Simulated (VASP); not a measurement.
Input of a VASP 6.6.1 run:

Contents of INCAR:

```
  PREC = Accurate
  ENCUT = 560
  EDIFF = 1E-6
  ISMEAR = 0
  SIGMA = 0.1
  LREAL = F
  LASPH = T
  NELM = 120
  ALGO = Normal
  ISIF = 2
  LWAVE = F
  LCHARG = F
  NBANDS = 14
  GGA_COMPAT = F
```

Contents of KPOINTS:

```
regular mesh
0
Gamma
  48 48 48
```

The input POSCAR:

```
Ir
1.0
    0.0000000000      1.9054822473      1.9054822473
    1.9054822473      0.0000000000      1.9054822473
    1.9054822473      1.9054822473      0.0000000000
Ir
1
Direct
    0.0000000000      0.0000000000      0.0000000000
```

Potentials or basis: VASP PAW LDA potentials, release 64 (Ir_sv_GW).

Run with:

```sh
$ cat potpaw_LDA.64/Ir_sv_GW/POTCAR > POTCAR
$ mpirun -np 1 vasp_std > vasp.out
```

Question: What does it give for the band gap on the k mesh?

Answer: Zero (an odd number of electrons rules out a gap without spin polarisation).

Question: Estimate the pressure.

Answer: -0.3 GPa.

Caveat: spin-orbit coupling is left out, which moves the levels of the heavy elements.
